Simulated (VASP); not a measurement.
# TiAl3 (Pm-3m) in VASP: further runs

The runs below take TiAl3 through single point, relaxation of cell and atoms, with r2SCAN.

All numbers are computed with VASP 6.6.1; they aren't measurements. Logs are shortened: lines on timing, memory, paths and dates and some standing lists are left out, and cuts for length are marked.

### Step 1. The cell of the first run

The structure is cubic, space group Pm-3m (No. 221). The conventional cell has a = 3.489 Å, b = 3.489 Å, c = 3.489 Å, α = 90.00°, β = 90.00°, γ = 90.00°. Ti (site symmetry m-3m) has 12 Al at 2.47 Å within 3.3 Å. Al (site symmetry 4/mmm) has 4 Ti at 2.47 Å and 8 Al at 2.47 Å within 3.3 Å.

### Step 2. Single point, r2SCAN

The input, POSCAR:

```
TiAl3
1.0
    3.4885735176      0.0000000000      0.0000000000
    0.0000000000      3.4885735176      0.0000000000
    0.0000000000      0.0000000000      3.4885735176
Ti Al
1 3
Direct
    0.0000000000      0.0000000000      0.0000000000
    0.5000000000      0.5000000000      0.0000000000
    0.5000000000      0.0000000000      0.5000000000
    0.0000000000      0.5000000000      0.5000000000
```

The input, INCAR.step1:

```
SYSTEM = TiAl3
ALGO = Normal
EDIFF = 1E-4
ENCUT = 520
GGA = PE
ISMEAR = 0
LASPH = .TRUE.
LCHARG = .FALSE.
LREAL = .FALSE.
LWAVE = .TRUE.
NBANDS = 18
NELM = 80
PREC = Accurate
SIGMA = 0.1
```

The input, INCAR.step2:

```
SYSTEM = TiAl3
ALGO = Normal
EDIFF = 1E-7
ENCUT = 520
ISIF = 2
ISMEAR = 0
ISTART = 1
LASPH = .TRUE.
LCHARG = .TRUE.
LELF = .TRUE.
LMIXTAU = .TRUE.
LREAL = .FALSE.
LVHAR = .TRUE.
LWAVE = .FALSE.
METAGGA = R2SCAN
NBANDS = 18
NELM = 80
PREC = Accurate
SIGMA = 0.1
```

The input, KPOINTS:

```
k-points
0
G
  12 12 12
  0 0 0
```

Potentials or basis: VASP PAW PBE potentials, release 64 (Ti_sv, Al).

Launch:

```console
> cat potpaw_PBE.64/Ti_sv/POTCAR potpaw_PBE.64/Al/POTCAR > POTCAR
> cp INCAR.step1 INCAR
> mpirun -np 1 vasp_std > vasp.out
> cp INCAR.step2 INCAR
> mpirun -np 1 vasp_std > vasp.out
```

OUTCAR:

```text
SYSTEM = TiAl3
   EDIFF = 1E-7
   ENCUT = 520
   ISIF = 2
   ISMEAR = 0
   ISTART = 1
   LASPH = .TRUE.
   LREAL = .FALSE.
   METAGGA = R2SCAN
   NELM = 80
   PREC = Accurate

 ion  position               nearest neighbor table
   1  0.000  0.000  0.000-   2 2.47   3 2.47   4 2.47   3 2.47   4 2.47   2 2.47   4 2.47   4 2.47
                             2 2.47   3 2.47   3 2.47   2 2.47
   2  0.500  0.500  0.000-   1 2.47   3 2.47   4 2.47   3 2.47   4 2.47   1 2.47   3 2.47   3 2.47
                             1 2.47   4 2.47   4 2.47   1 2.47
   3  0.500  0.000  0.500-   1 2.47   2 2.47   4 2.47   1 2.47   2 2.47   2 2.47   4 2.47   2 2.47
                             1 2.47   4 2.47   1 2.47   4 2.47
   4  0.000  0.500  0.500-   1 2.47   2 2.47   3 2.47   1 2.47   2 2.47   1 2.47   3 2.47   1 2.47
                             2 2.47   3 2.47   2 2.47   3 2.47

  LATTYP: Found a simple cubic cell.
 ALAT       =     3.4885735176

  Lattice vectors:

 A1 = (   3.4885735176,   0.0000000000,   0.0000000000)
 A2 = (   0.0000000000,   3.4885735176,   0.0000000000)
 A3 = (   0.0000000000,   0.0000000000,   3.4885735176)

Analysis of symmetry for initial positions (statically):
=====================================================================
 Subroutine PRICEL returns:
 Original cell was already a primitive cell.

 Routine SETGRP: Setting up the symmetry group for a
 simple cubic supercell.

 Subroutine GETGRP returns: Found 48 space group operations
 (whereof 48 operations were pure point group operations)
 out of a pool of 48 trial point group operations.

The static configuration has the point symmetry O_h .

Analysis of symmetry for dynamics (positions and initial velocities):
=====================================================================
 Subroutine PRICEL returns:
 Original cell was already a primitive cell.

 Routine SETGRP: Setting up the symmetry group for a
 simple cubic supercell.

 Subroutine GETGRP returns: Found 48 space group operations
 (whereof 48 operations were pure point group operations)
 out of a pool of 48 trial point group operations.

The dynamic configuration has the point symmetry O_h .

 Subroutine INISYM returns: Found 48 space group operations
 (whereof 48 operations are pure point group operations),
 and found     1 'primitive' translations

----------------------------------------------------------------------------------------

                                     Primitive cell

  volume of cell :      42.4564

  direct lattice vectors                    reciprocal lattice vectors
     3.488573518  0.000000000  0.000000000     0.286650115  0.000000000  0.000000000
     0.000000000  3.488573518  0.000000000     0.000000000  0.286650115  0.000000000
     0.000000000  0.000000000  3.488573518     0.000000000  0.000000000  0.286650115

  length of vectors
     3.488573518  3.488573518  3.488573518     0.286650115  0.286650115  0.286650115

  position of ions in fractional coordinates (direct lattice)
     0.000000000  0.000000000  0.000000000
     0.500000000  0.500000000  0.000000000
     0.500000000  0.000000000  0.500000000
     0.000000000  0.500000000  0.500000000

  ion indices of the primitive-cell ions
   primitive index   ion index
                 1           1
                 2           2
                 3           3
                 4           4

----------------------------------------------------------------------------------------

 KPOINTS: k-points

Automatic generation of k-mesh.
 Grid dimensions read from file:
 generate k-points for:   12   12   12

 Generating k-lattice:

  Cartesian coordinates                     Fractional coordinates (reciprocal lattice)
     0.023887510  0.000000000  0.000000000     0.083333333  0.000000000  0.000000000
     0.000000000  0.023887510  0.000000000     0.000000000  0.083333333  0.000000000
     0.000000000  0.000000000  0.023887510     0.000000000  0.000000000  0.083333333

  Length of vectors
     0.023887510  0.023887510  0.023887510

  Shift w.r.t. Gamma in fractional coordinates (k-lattice)
     0.000000000  0.000000000  0.000000000

 Subroutine IBZKPT returns following result:
 ===========================================

 Found     84 irreducible k-points:

 Following reciprocal coordinates:
            Coordinates               Weight
  0.000000  0.000000  0.000000      1.000000
  0.083333  0.000000  0.000000      6.000000
  0.166667  0.000000  0.000000      6.000000
  0.250000  0.000000  0.000000      6.000000
  0.333333  0.000000  0.000000      6.000000
  0.416667  0.000000  0.000000      6.000000
[... 16 lines left out ...]
  0.333333  0.333333  0.000000     12.000000
  0.416667  0.333333  0.000000     24.000000
 [... further k-points ...]
   k-points           NKPTS =     84   k-points in BZ     NKDIM =     84   number of bands    NBANDS=     18
   number of dos      NEDOS =    301   number of ions     NIONS =      4
   total plane-waves  NPLWV =  21952
   dimension x,y,z NGX =    28 NGY =   28 NGZ =   28
   dimension x,y,z NGXF=    56 NGYF=   56 NGZF=   56
   ions per type =               1   3
   NGX,Y,Z   is equivalent  to a cutoff of  13.34, 13.34, 13.34 a.u.
   NGXF,Y,Z  is equivalent  to a cutoff of  26.69, 26.69, 26.69 a.u.
 SYSTEM =  TiAl3
   PREC   = accura    normal or accurate (medium, high low for compatibility)
   ISTART =      1    job   : 0-new  1-cont  2-samecut
   ICHARG =      0    charge: 1-file 2-atom 10-const
   ISPIN  =      1    spin polarized calculation?
   LNONCOLLINEAR =      F non collinear calculations
   LSORBIT =      F    spin-orbit coupling
   LASPH  =      T    aspherical Exc in radial PAW
   ENCUT  =  520.0 eV  38.22 Ry    6.18 a.u.   6.49  6.49  6.49*2*pi/ulx,y,z
   NELM   =     80;   NELMIN=  2; NELMDL=  0     # of ELM steps
   EDIFF  = 0.1E-06   stopping-criterion for ELM
   LREAL  =      F    real-space projection
   EDIFFG = 0.1E-05   stopping-criterion for IOM
   NSW    =      0    number of steps for IOM
   IBRION =     -1    ionic relax: 0-MD 1-quasi-New 2-CG
   NFREE  =      0    steps in history (QN), initial steepest desc. (CG)
   ISIF   =      2    stress and relaxation
   ISYM   =      2    0-nonsym 1-usesym 2-fastsym
   POTIM  = 0.5000    time-step for ionic-motion
   TEBEG  =    0.0;   TEEND  =   0.0 temperature during run
   PSTRESS=    0.0 pullay stress
   NELECT =      21.0000    total number of electrons
   NUPDOWN=      -1.0000    fix difference up-down
   EMIN   =  10.00;   EMAX   =-10.00  energy-range for DOS
   EFERMI =   0.00;   METHOD = LEGACY
   ISMEAR =     0;   SIGMA  =   0.10  broadening in eV -4-tet -1-fermi 0-gaus
   EFERMI_NEDOS =   21; number of points for ismear=-14 and -15
   IALGO  =     38    algorithm
   IMIX   =      4    mixing-type and parameters
     AMIX     =   0.40;   BMIX     =  1.00
     AMIX_MAG =   1.60;   BMIX_MAG =  1.00
  volume/ion in A,a.u.               =      10.61        71.63
  Fermi-wavevector in a.u.,A,eV,Ry     =   1.294693  2.446615 22.806484  1.676229
  Thomas-Fermi vector in A             =   2.426260
   LORBIT       =      0    0 simple, 1 ext, 2 COOP (PROOUT), +10 PAW based schemes
   METAGGA = R2SCAN    functional components
   LHFCALC =     F    Hartree Fock is set to
   AEXX    =    0.0000 exact exchange contribution
   IVDW    =     0    specifies the selected vdW correction
   LEPSILON=     F    determine dielectric tensor
   LRPA    =     F    only Hartree local field effects (RPA)
 non-spin polarized calculation
 Gauss-broadening in eV      SIGMA  =   0.10
  energy-cutoff  :      520.00
  volume of cell :       42.46
 maximum number of plane-waves:      1189
 NGX is ok and might be reduce to    28
   NGX = 13   NGY = 13   NGZ = 13

 number of electron      20.9999994 magnetization

 Free energy of the ion-electron system (eV)
  ---------------------------------------------------
  ext. energy  EPLUGINS =         0.00000000
  ---------------------------------------------------
  free energy    TOTEN  =       -30.78492901 eV

  energy without entropy =      -30.77590013  energy(sigma->0) =      -30.78041457

 E-fermi :  13.8110     XC(G=0): -13.3129

 val. band max:       13.8077074045   @ k =   0.5000   0.2500   0.1667
 cond. band min:      13.8127189982   @ k =   0.1667   0.1667   0.0833
 fundamental gap:      0.0050115936
 Fermi energy:        13.8110102652

 k-point     1 :       0.0000    0.0000    0.0000
  band No.  band energies     occupation
      1     -44.4922      2.00000
      2     -19.9222      2.00000
      3     -19.9222      2.00000
      4     -19.9222      2.00000
      5       0.0182      2.00000
      6       9.5229      2.00000
[... 10 lines left out ...]
     17      22.2700      0.00000
     18      22.2700      0.00000

 k-point     2 :       0.0833    0.0000    0.0000
  band No.  band energies     occupation
      1     -44.4917      2.00000
      2     -19.9305      2.00000
      3     -19.9217      2.00000
      4     -19.9217      2.00000
      5       0.1139      2.00000
      6       9.0880      2.00000
[... 10 lines left out ...]
     17      22.1119      0.00000
     18      22.1119      0.00000

 k-point     3 :       0.1667    0.0000    0.0000
  band No.  band energies     occupation
      1     -44.4903      2.00000
      2     -19.9531      2.00000
      3     -19.9203      2.00000
      4     -19.9203      2.00000
      5       0.3980      2.00000
      6       8.0579      2.00000
[... 10 lines left out ...]
     17      21.4640      0.00000
     18      21.8124      0.00000

 k-point     4 :       0.2500    0.0000    0.0000
  band No.  band energies     occupation
      1     -44.4884      2.00000
      2     -19.9839      2.00000
      3     -19.9184      2.00000
      4     -19.9184      2.00000
      5       0.8611      2.00000
      6       6.8365      2.00000
[... 10 lines left out ...]
     17      20.5598      0.00000
     18      21.8309      0.00000

 k-point     5 :       0.3333    0.0000    0.0000
  band No.  band energies     occupation
      1     -44.4865      2.00000
      2     -20.0145      2.00000
      3     -19.9166      2.00000
      4     -19.9165      2.00000
      5       1.4861      2.00000
      6       5.6166      2.00000
[... 10 lines left out ...]
     17      19.7159      0.00000
     18      22.1764      0.00000

 k-point     6 :       0.4167    0.0000    0.0000
  band No.  band energies     occupation
      1     -44.4852      2.00000
      2     -20.0368      2.00000
      3     -19.9152      2.00000
      4     -19.9152      2.00000
      5       2.2320      2.00000
      6       4.4998      2.00000
[... 307 lines left out ...]
 k-point    21 :       0.4167    0.2500    0.0000
  band No.  band energies     occupation
      1     -44.4818      2.00000
      2     -20.0275      2.00000
      3     -19.9712      2.00000
      4     -19.9115      2.00000
      5       2.8844      2.00000
      6       5.2336      2.00000
[... 10 lines left out ...]
     17      21.1592      0.00000
     18      21.8073      0.00000

 k-point    22 :       0.5000    0.2500    0.0000
  band No.  band energies     occupation
      1     -44.4814      2.00000
      2     -20.0352      2.00000
      3     -19.9704      2.00000
      4     -19.9110      2.00000
      5       3.3165      2.00000
      6       4.6847      2.00000
[... 10 lines left out ...]
     17      21.3456      0.00000
     18      21.5874      0.00000

 k-point    23 :       0.3333    0.3333    0.0000
  band No.  band energies     occupation
      1     -44.4814      2.00000
      2     -20.0045      2.00000
      3     -19.9998      2.00000
      4     -19.9110      2.00000
      5       2.7515      2.00000
      6       6.4374      2.00000
[... 10 lines left out ...]
     17      20.1619      0.00000
     18      22.2028      0.00000

 k-point    24 :       0.4167    0.3333    0.0000
  band No.  band energies     occupation
      1     -44.4802      2.00000
      2     -20.0229      2.00000
      3     -19.9990      2.00000
      4     -19.9096      2.00000
      5       3.3374      2.00000
      6       5.7528      2.00000
[... 10 lines left out ...]
     17      20.1603      0.00000
     18      22.3049      0.00000

 [... further k-points ...]

------------------------ aborting loop because EDIFF is reached ----------------------------------------

  FORCE on cell =-STRESS in cart. coord.  units (eV):
  Direction    XX          YY          ZZ          XY          YZ          ZX
  --------------------------------------------------------------------------------------
  -------------------------------------------------------------------------------------
  Total       23.8966691     23.8966691     23.8966691     -0.0000000     -0.0000000      0.0000000
  in kB      901.7877130    901.7877130    901.7877130     -0.0000000     -0.0000000      0.0000000
  external PRESSURE =     901.7877130 kB  Pullay stress =       0.0000000 kB

 VOLUME and BASIS-vectors are now :
 -----------------------------------------------------------------------------
  energy-cutoff  :      520.00
  volume of cell :       42.46
      direct lattice vectors                 reciprocal lattice vectors
     3.488573518  0.000000000  0.000000000     0.286650115  0.000000000  0.000000000
     0.000000000  3.488573518  0.000000000     0.000000000  0.286650115  0.000000000
     0.000000000  0.000000000  3.488573518     0.000000000  0.000000000  0.286650115

 POSITION                                       TOTAL-FORCE (eV/Angst)
 -----------------------------------------------------------------------------------
      0.00000      0.00000      0.00000         0.000000      0.000000      0.000000
      1.74429      1.74429      0.00000         0.000000      0.000000      0.000000
      1.74429      0.00000      1.74429         0.000000      0.000000      0.000000
      0.00000      1.74429      1.74429         0.000000      0.000000      0.000000
 -----------------------------------------------------------------------------------
    total drift:                               -0.000000     -0.000000     -0.000000

  FREE ENERGIE OF THE ION-ELECTRON SYSTEM (eV)
  ---------------------------------------------------
  free  energy   TOTEN  =       -30.7849290060 eV

  energy  without entropy=      -30.7759001251  energy(sigma->0) =      -30.78041457
```

Wall time 6.1 min (1 thread of AMD EPYC 7R13, shared host); peak memory 0.18 GiB.

Results:

```
Free energy            : -30.7849 eV
Pressure               : 90.2 GPa
Band gap on the k mesh : zero (an odd number of electrons rules out a gap without spin polarisation)
```

Caveat: the cell stands under pressure; the PAW data sets were made with another functional, which shifts forces and pressure a little.

(Part 1 of 2 ends here.)
